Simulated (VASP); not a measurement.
# TiO2 (Fm-3m) in VASP: further runs

TiO2 is run at these levels: PBE, r2SCAN; tasks: single point.

All numbers are computed with VASP 6.6.1; they aren't measurements. Logs are shortened: lines on timing, memory, paths and dates and some standing lists are left out, and cuts for length are marked.

## 1. The cell of the first run

Symmetry: Fm-3m, No. 225, cubic system. Conventional cell: a = 4.781 Å, b = 4.781 Å, c = 4.781 Å, α = 90.00°, β = 90.00°, γ = 90.00°. Ti (site symmetry m-3m) has 8 O at 2.07 Å within 2.7 Å. O (site symmetry -43m) has 4 Ti at 2.07 Å and 6 O at 2.39 Å within 2.7 Å.

## 2. Single point, PBE (volume changed by -3%)

File INCAR:

```
ALGO     = Normal         # electronic algorithm
EDIFF    = 1E-7           # SCF threshold, eV
ENCUT    = 520            # plane-wave cutoff, eV
GGA      = PE             # functional
ISIF     = 2              # what is computed and relaxed
ISMEAR   = 0              # smearing method
LASPH    = T              # aspherical terms in the spheres
LCHARG   = F              # write CHGCAR
LREAL    = F              # projectors in reciprocal space
LWAVE    = F              # write WAVECAR
NBANDS   = 19             # bands
NELM     = 100            # most SCF steps
PREC     = Accurate       # precision mode
SIGMA    = 0.01           # smearing width, eV
```

File KPOINTS:

```
k-points
0
Gamma
  8 8 8
```

File POSCAR:

```
TiO2
1.0
    0.0000000000      2.3905720584      2.3905720584
    2.3905720584      0.0000000000      2.3905720584
    2.3905720584      2.3905720584      0.0000000000
Ti O
1 2
Direct
    0.0000000000      0.0000000000      0.0000000000
    0.2500000000      0.2500000000      0.2500000000
    0.7500000000      0.7500000000      0.7500000000
```

Potentials or basis: VASP PAW PBE potentials, release 64 (Ti_sv, O).

Started as:

```bash
cat potpaw_PBE.64/Ti_sv/POTCAR potpaw_PBE.64/O/POTCAR > POTCAR
mpirun -np 1 vasp_std > vasp.out
```

OUTCAR:

```text
EDIFF = 1E-7
   ENCUT = 520
   GGA = PE
   ISIF = 2
   ISMEAR = 0
   LASPH = T
   LREAL = F
   NELM = 100
   PREC = Accurate

 ion  position               nearest neighbor table
   1  0.000  0.000  0.000-   3 2.07   3 2.07   3 2.07   2 2.07   3 2.07   2 2.07   2 2.07   2 2.07

   2  0.250  0.250  0.250-   1 2.07   1 2.07   1 2.07   1 2.07
   3  0.750  0.750  0.750-   1 2.07   1 2.07   1 2.07   1 2.07

  LATTYP: Found a face centered cubic cell.
 ALAT       =     4.7811441168

  Lattice vectors:

 A1 = (   0.0000000000,   2.3905720584,   2.3905720584)
 A2 = (   2.3905720584,   0.0000000000,   2.3905720584)
 A3 = (   2.3905720584,   2.3905720584,   0.0000000000)

Analysis of symmetry for initial positions (statically):
=====================================================================
 Subroutine PRICEL returns:
 Original cell was already a primitive cell.

 Routine SETGRP: Setting up the symmetry group for a
 face centered cubic supercell.

 Subroutine GETGRP returns: Found 48 space group operations
 (whereof 48 operations were pure point group operations)
 out of a pool of 48 trial point group operations.

The static configuration has the point symmetry O_h .

Analysis of symmetry for dynamics (positions and initial velocities):
=====================================================================
 Subroutine PRICEL returns:
 Original cell was already a primitive cell.

 Routine SETGRP: Setting up the symmetry group for a
 face centered cubic supercell.

 Subroutine GETGRP returns: Found 48 space group operations
 (whereof 48 operations were pure point group operations)
 out of a pool of 48 trial point group operations.

The dynamic configuration has the point symmetry O_h .

 Subroutine INISYM returns: Found 48 space group operations
 (whereof 48 operations are pure point group operations),
 and found     1 'primitive' translations

----------------------------------------------------------------------------------------

                                     Primitive cell

  volume of cell :      27.3234

  direct lattice vectors                    reciprocal lattice vectors
     0.000000000  2.390572058  2.390572058    -0.209154959  0.209154959  0.209154959
     2.390572058  0.000000000  2.390572058     0.209154959 -0.209154959  0.209154959
     2.390572058  2.390572058  0.000000000     0.209154959  0.209154959 -0.209154959

  length of vectors
     3.380779427  3.380779427  3.380779427     0.362267015  0.362267015  0.362267015

  position of ions in fractional coordinates (direct lattice)
     0.000000000  0.000000000  0.000000000
     0.250000000  0.250000000  0.250000000
     0.750000000  0.750000000  0.750000000

  ion indices of the primitive-cell ions
   primitive index   ion index
                 1           1
                 2           2
                 3           3

----------------------------------------------------------------------------------------

 KPOINTS: k-points

Automatic generation of k-mesh.
 Grid dimensions read from file:
 generate k-points for:    8    8    8

 Generating k-lattice:

  Cartesian coordinates                     Fractional coordinates (reciprocal lattice)
    -0.026144370  0.026144370  0.026144370     0.125000000  0.000000000  0.000000000
     0.026144370 -0.026144370  0.026144370     0.000000000  0.125000000  0.000000000
     0.026144370  0.026144370 -0.026144370     0.000000000  0.000000000  0.125000000

  Length of vectors
     0.045283377  0.045283377  0.045283377

  Shift w.r.t. Gamma in fractional coordinates (k-lattice)
     0.000000000  0.000000000  0.000000000

 Subroutine IBZKPT returns following result:
 ===========================================

 Found     29 irreducible k-points:

 Following reciprocal coordinates:
            Coordinates               Weight
  0.000000  0.000000  0.000000      1.000000
  0.125000  0.000000  0.000000      8.000000
  0.250000  0.000000  0.000000      8.000000
  0.375000  0.000000  0.000000      8.000000
  0.500000  0.000000  0.000000      4.000000
  0.125000  0.125000  0.000000      6.000000
[... 16 lines left out ...]
  0.500000  0.250000  0.125000     48.000000
 -0.375000  0.250000  0.125000     24.000000
 [... further k-points ...]
   k-points           NKPTS =     29   k-points in BZ     NKDIM =     29   number of bands    NBANDS=     19
   number of dos      NEDOS =    301   number of ions     NIONS =      3
   total plane-waves  NPLWV =  21952
   dimension x,y,z NGX =    28 NGY =   28 NGZ =   28
   dimension x,y,z NGXF=    56 NGYF=   56 NGZF=   56
   ions per type =               1   2
   NGX,Y,Z   is equivalent  to a cutoff of  13.77, 13.77, 13.77 a.u.
   NGXF,Y,Z  is equivalent  to a cutoff of  27.54, 27.54, 27.54 a.u.
 SYSTEM =  unknown system
   PREC   = accura    normal or accurate (medium, high low for compatibility)
   ISTART =      0    job   : 0-new  1-cont  2-samecut
   ICHARG =      2    charge: 1-file 2-atom 10-const
   ISPIN  =      1    spin polarized calculation?
   LNONCOLLINEAR =      F non collinear calculations
   LSORBIT =      F    spin-orbit coupling
   LASPH  =      T    aspherical Exc in radial PAW
   ENCUT  =  520.0 eV  38.22 Ry    6.18 a.u.   6.29  6.29  6.29*2*pi/ulx,y,z
   NELM   =    100;   NELMIN=  2; NELMDL= -5     # of ELM steps
   EDIFF  = 0.1E-06   stopping-criterion for ELM
   LREAL  =      F    real-space projection
   EDIFFG = 0.1E-05   stopping-criterion for IOM
   NSW    =      0    number of steps for IOM
   IBRION =     -1    ionic relax: 0-MD 1-quasi-New 2-CG
   NFREE  =      0    steps in history (QN), initial steepest desc. (CG)
   ISIF   =      2    stress and relaxation
   ISYM   =      2    0-nonsym 1-usesym 2-fastsym
   POTIM  = 0.5000    time-step for ionic-motion
   TEBEG  =    0.0;   TEEND  =   0.0 temperature during run
   PSTRESS=    0.0 pullay stress
   NELECT =      24.0000    total number of electrons
   NUPDOWN=      -1.0000    fix difference up-down
   EMIN   =  10.00;   EMAX   =-10.00  energy-range for DOS
   EFERMI =   0.00;   METHOD = LEGACY
   ISMEAR =     0;   SIGMA  =   0.01  broadening in eV -4-tet -1-fermi 0-gaus
   EFERMI_NEDOS =   21; number of points for ismear=-14 and -15
   IALGO  =     38    algorithm
   IMIX   =      4    mixing-type and parameters
     AMIX     =   0.40;   BMIX     =  1.00
     AMIX_MAG =   1.60;   BMIX_MAG =  1.00
  volume/ion in A,a.u.               =       9.11        61.46
  Fermi-wavevector in a.u.,A,eV,Ry     =   1.567834  2.962777 33.444527  2.458103
  Thomas-Fermi vector in A             =   2.669955
   LORBIT       =      0    0 simple, 1 ext, 2 COOP (PROOUT), +10 PAW based schemes
   GGA     = PE    functional components
   LHFCALC =     F    Hartree Fock is set to
   AEXX    =    0.0000 exact exchange contribution
   IVDW    =     0    specifies the selected vdW correction
   LEPSILON=     F    determine dielectric tensor
   LRPA    =     F    only Hartree local field effects (RPA)
 non-spin polarized calculation
 Gauss-broadening in eV      SIGMA  =   0.01
  energy-cutoff  :      520.00
  volume of cell :       27.32
 maximum number of plane-waves:       754
 NGX is ok and might be reduce to    28
   NGX = 13   NGY = 13   NGZ = 13

 number of electron      23.9999997 magnetization

 Free energy of the ion-electron system (eV)
  ---------------------------------------------------
  ext. energy  EPLUGINS =         0.00000000
  ---------------------------------------------------
  free energy    TOTEN  =       -26.00614638 eV

  energy without entropy =      -26.00614638  energy(sigma->0) =      -26.00614638

 E-fermi :   7.6457     XC(G=0): -12.2873

 val. band max:        7.4984535139   @ k =   0.5000   0.5000   0.0000
 cond. band min:       8.6316649765   @ k =   0.0000   0.0000   0.0000
 fundamental gap:      1.1332114626
 Fermi energy:         7.6457009688

 k-point     1 :       0.0000    0.0000    0.0000
  band No.  band energies     occupation
      1     -50.2445      2.00000
      2     -26.3312      2.00000
      3     -26.3312      2.00000
      4     -26.3312      2.00000
      5     -12.2831      2.00000
      6      -8.4012      2.00000
[... 11 lines left out ...]
     18      15.2471      0.00000
     19      21.7845      0.00000

 k-point     2 :       0.1250    0.0000    0.0000
  band No.  band energies     occupation
      1     -50.2409      2.00000
      2     -26.3713      2.00000
      3     -26.3359      2.00000
      4     -26.3359      2.00000
      5     -12.0944      2.00000
      6      -8.6245      2.00000
[... 11 lines left out ...]
     18      15.7909      0.00000
     19      21.6732      0.00000

 k-point     3 :       0.2500    0.0000    0.0000
  band No.  band energies     occupation
      1     -50.2322      2.00000
      2     -26.4663      2.00000
      3     -26.3472      2.00000
      4     -26.3472      2.00000
      5     -11.6054      2.00000
      6      -9.1316      2.00000
[... 11 lines left out ...]
     18      16.9894      0.00000
     19      21.5554      0.00000

 k-point     4 :       0.3750    0.0000    0.0000
  band No.  band energies     occupation
      1     -50.2236      2.00000
      2     -26.5587      2.00000
      3     -26.3585      2.00000
      4     -26.3585      2.00000
      5     -11.0223      2.00000
      6      -9.6534      2.00000
[... 407 lines left out ...]
     18      17.5465      0.00000
     19      21.7568      0.00000

 k-point    23 :       0.5000    0.2500    0.1250
  band No.  band energies     occupation
      1     -50.2188      2.00000
      2     -26.5410      2.00000
      3     -26.4242      2.00000
      4     -26.3743      2.00000
      5     -10.7156      2.00000
      6      -9.8098      2.00000
[... 11 lines left out ...]
     18      18.2953      0.00000
     19      22.3377      0.00000

 k-point    24 :      -0.3750    0.2500    0.1250
  band No.  band energies     occupation
      1     -50.2160      2.00000
      2     -26.5596      2.00000
      3     -26.4371      2.00000
      4     -26.3807      2.00000
      5     -10.4178      2.00000
      6     -10.0395      2.00000
[... 11 lines left out ...]
     18      18.5027      0.00000
     19      22.7672      0.00000

 [... further k-points ...]

------------------------ aborting loop because EDIFF is reached ----------------------------------------

  FORCE on cell =-STRESS in cart. coord.  units (eV):
  Direction    XX          YY          ZZ          XY          YZ          ZX
  --------------------------------------------------------------------------------------
  -------------------------------------------------------------------------------------
  Total        1.5283463      1.5283463      1.5283463      0.0000000      0.0000000      0.0000000
  in kB       89.6183269     89.6183269     89.6183269      0.0000000      0.0000000      0.0000000
  external PRESSURE =      89.6183269 kB  Pullay stress =       0.0000000 kB

 VOLUME and BASIS-vectors are now :
 -----------------------------------------------------------------------------
  energy-cutoff  :      520.00
  volume of cell :       27.32
      direct lattice vectors                 reciprocal lattice vectors
     0.000000000  2.390572058  2.390572058    -0.209154959  0.209154959  0.209154959
     2.390572058  0.000000000  2.390572058     0.209154959 -0.209154959  0.209154959
     2.390572058  2.390572058  0.000000000     0.209154959  0.209154959 -0.209154959

 POSITION                                       TOTAL-FORCE (eV/Angst)
 -----------------------------------------------------------------------------------
      0.00000      0.00000      0.00000         0.000000      0.000000      0.000000
      1.19529      1.19529      1.19529        -0.000000     -0.000000     -0.000000
      3.58586      3.58586      3.58586         0.000000      0.000000      0.000000
 -----------------------------------------------------------------------------------
    total drift:                                0.000000     -0.000000      0.000000

  FREE ENERGIE OF THE ION-ELECTRON SYSTEM (eV)
  ---------------------------------------------------
  free  energy   TOTEN  =       -26.0061463778 eV

  energy  without entropy=      -26.0061463778  energy(sigma->0) =      -26.00614638
```

It took 18 s on 1 thread of Intel Xeon Platinum 8488C (Sapphire Rapids), shared host; peak memory 0.16 GiB.

What came out:

| Item | Value |
| --- | --- |
| Free energy | -26.0061 eV |
| Pressure | 9.0 GPa |
| Band gap on the k mesh | 1.13 eV, indirect (least direct gap 1.85 eV) |

Levels at points of the mesh, in eV from the valence-band top:
```
           k point  band 8  band 9  band 10  band 11  band 12  band 13  band 14  band 15  band 16  band 17
(0.00, 0.00, 0.00)   -6.08   -6.08    -0.88    -0.88    -0.88     1.13     1.13     5.43     5.43     5.43
(0.50, 0.00, 0.00)   -4.99   -3.41    -3.30    -2.56    -2.56     1.49     1.49     2.91     5.02     5.02
(0.50, 0.50, 0.00)   -4.66   -4.66    -2.12    -2.12     0.00     1.85     1.86     2.94     4.21     4.21
```

 A k mesh can miss the band edges.

[end of part 1 of 2]
